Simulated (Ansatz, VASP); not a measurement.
**GaAs: VASP beside Ansatz**

POSCAR

```
GaAs
1.0
    0.0000000000      2.8268500000      2.8268500000
    2.8268500000      0.0000000000      2.8268500000
    2.8268500000      2.8268500000      0.0000000000
As Ga
1 1
Direct
    0.7500000000      0.7500000000      0.7500000000
    0.0000000000      0.0000000000      0.0000000000
```

Contents of INCAR.step1:

```
SYSTEM = GaAs
ALGO = Normal ; EDIFF = 1E-5
ENCUT = 520 ; GGA = PE
ISIF = 2 ; ISMEAR = -1
LASPH = .TRUE. ; LREAL = .FALSE.
LWAVE = .TRUE. ; NBANDS = 16
NELM = 80 ; PREC = Accurate
SIGMA = 0.05
```

Contents of INCAR.step2:

```
SYSTEM = GaAs
AEXX = 0.25 ; ALGO = Normal
EDIFF = 1E-7 ; ENCUT = 520
GGA = PE ; ISIF = 2
ISMEAR = -1 ; ISTART = 1
LASPH = .TRUE. ; LCHARG = .TRUE.
LELF = .TRUE. ; LHFCALC = .TRUE.
LREAL = .FALSE. ; LVHAR = .TRUE.
LWAVE = .FALSE. ; NBANDS = 16
NELM = 80 ; PREC = Accurate
PRECFOCK = Normal ; SIGMA = 0.05
```

Contents of KPOINTS:

```
k-points
0
G
  5 5 5
  0 0 0
```

Contents of input.yaml:

```yaml
crystal:
  lattice:
    - [0.0, 2.82685, 2.82685]
    - [2.82685, 0.0, 2.82685]
    - [2.82685, 2.82685, 0.0]
  atoms:
    - { symbol: As, position: [0.75, 0.75, 0.75] }
    - { symbol: Ga, position: [0.0, 0.0, 0.0] }
hamiltonian:
  xc: { exchange: pbe, correlation: pbe, exx: { coeff: 0.25 } }
  pseudopotentials: { kind: paw }
kpoints:
  mp_grid: { grid: [5, 5, 5] }
scf:
  occupations: { method: fermi_dirac, width: 0.05 }
output:
  forces: true
  stress: true
  eigenvalues: true
  write_density: true
  write_potential: true
  elf: true
  volumetric_format: npy
```

Alike in both runs: task single point; functional PBE-based global hybrid; k mesh 5 × 5 × 5; occupations fermi-dirac, width 0.05 eV; no spin polarisation.

|  | VASP | Ansatz |
| --- | --- | --- |
| version | VASP 6.6.1 | Ansatz 0.2.0 |
| potentials or method | VASP PAW PBE potentials, release 64 (As, Ga_d) | Ansatz PAW |
| plane-wave cutoff (eV) | 520 | 420 |
| valence electrons in the cell | 18 | 28 |

Ansatz gave:

| Quantity | Value |
| --- | --- |
| gap on the k mesh at the Fermi level (eV) | 2.05 |
| least direct gap on the mesh (eV) | 2.05 |
| pressure (GPa) | 1.0 |

Q: Estimate VASP's values.

A: gap on the k mesh at the Fermi level (eV): 2.09; least direct gap on the mesh (eV): 2.09; pressure (GPa): 0.8.

VASP's potentials were made for PBE, not for PBE-based global hybrid. VASP's potentials hold 18 valence electrons a cell and Ansatz's 28, so a difference there can come from the potentials and not from the codes.

Noted on Ansatz's run: odd divisions of the mesh miss points on the zone boundary, where band edges often lie, so the gap on the mesh can be too wide.
